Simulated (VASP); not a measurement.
Here is a VASP 6.6.1 calculation.

The input INCAR:

```
PREC = Accurate
ENCUT = 600
EDIFF = 1E-7
ISMEAR = 0
SIGMA = 0.1
LREAL = F
LASPH = T
NELM = 120
ALGO = Normal
ISIF = 3
LWAVE = F
LCHARG = F
IBRION = 2
NSW = 100
EDIFFG = -0.002
GGA_COMPAT = F
NELMIN = 4
```

KPOINTS

```
regular mesh
0
Gamma
  18 18 18
```

Contents of POSCAR:

```
VN
1.0
    0.0000000000      2.0214115156      2.0214115156
    2.0214115156      0.0000000000      2.0214115156
    2.0214115156      2.0214115156      0.0000000000
V N
1 1
Direct
    0.0000000000      0.0000000000      0.0000000000
    0.5000000000      0.5000000000      0.5000000000
```

Potentials or basis: VASP PAW LDA potentials, release 64 (V_sv, N).

Command:

```bash
$ cat potpaw_LDA.64/V_sv/POTCAR potpaw_LDA.64/N/POTCAR > POTCAR
$ mpirun -np 1 vasp_std > vasp.out
```

Question: Predict the relaxed volume.

Answer: 8.28 Å³/atom.

Question: Estimate the space group after relaxing (to 0.05 Å).

Answer: Fm-3m (No. 225).

Question: Predict the relaxed cell.

Answer: a = 2.861 Å, b = 2.861 Å, c = 2.861 Å, α = 60.00°, β = 60.00°, γ = 60.00°.

The path:
| step | energy change (eV) | largest force (eV/Å) | pressure (GPa) | volume (Å³) |
| --- | --- | --- | --- | --- |
| 1 | 0.0000 | 0.0000 | 1.06 | 16.52 |
| 2 | 0.0003 | 0.0000 | -1.75 | 16.65 |
| 3 | -0.0002 | 0.0000 | -0.02 | 16.57 |

Caveat: the run has no spin polarisation, though such a crystal can be magnetic.
